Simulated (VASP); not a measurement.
# LiAl12: single point with PBEsol

LiAl12, a slab with vacuum:

```
CELL_PARAMETERS angstrom
5.72757 0.00000 0.00000
2.86378 4.96022 0.00000
0.00000 0.00000 16.67654
ATOMIC_POSITIONS crystal
Al 0.16667 0.16667 0.05996
Al 0.66667 0.16667 0.05996
Al 0.16667 0.66667 0.05996
Al 0.66667 0.66667 0.05996
Al 0.83333 0.33333 0.19724
Al 0.33466 0.33068 0.19756
Al 0.83068 0.83466 0.19756
Al 0.33466 0.83466 0.19756
Al 0.00382 0.99236 0.33276
Al 0.50000 0.00000 0.34007
Al 0.00382 0.50382 0.33276
Al 0.49236 0.50382 0.33276
Li 0.83333 0.33333 0.45673
```

* Program: VASP 6.6.1
* Task: single point
* Functional: PBEsol
* Potentials or basis: VASP PAW PBE potentials, release 64 (Al, Li_sv)
* Cutoff: 520 eV
* k mesh: 3 × 3 × 1
* Occupations: fermi-dirac, width 0.15 eV
* Spin: no spin polarisation

```yaml
Largest_force: 0.065 eV/Å
Band_gap_on_the_k_mesh: zero (an odd number of electrons rules out a gap without spin polarisation)
```

Forces on the atoms (eV/Å):
```
Al  -0.053  0.031 -0.020
Al   0.053  0.031 -0.020
Al   0.000  0.000  0.017
Al   0.000 -0.061 -0.020
Al   0.000  0.000 -0.001
Al   0.000 -0.004  0.007
Al  -0.004  0.002  0.007
Al   0.004  0.002  0.007
Al   0.000 -0.016 -0.002
Al   0.000  0.000  0.002
Al   0.013  0.008 -0.002
Al  -0.013  0.008 -0.002
Li   0.000  0.000  0.028
```

Levels at points of the mesh, in eV from the Fermi level:
```
           k point  band 16  band 17  band 18  band 19  band 20  band 21  band 22  band 23  band 24  band 25
(0.00, 0.00, 0.00)    -2.58    -2.58    -0.43    -0.43    -0.27    -0.10    -0.03    -0.03     0.07     1.68
```

It took 67 s on 1 thread of Intel(R) Xeon(R) 6975P-C (Granite Rapids) (shared host), peak memory 0.6 GiB.

Caveat: the k points lie up to 0.42 Å⁻¹ apart, too coarse for converged energies and pressures of a metal; the PAW data sets were made with another functional, which shifts forces and pressure a little.
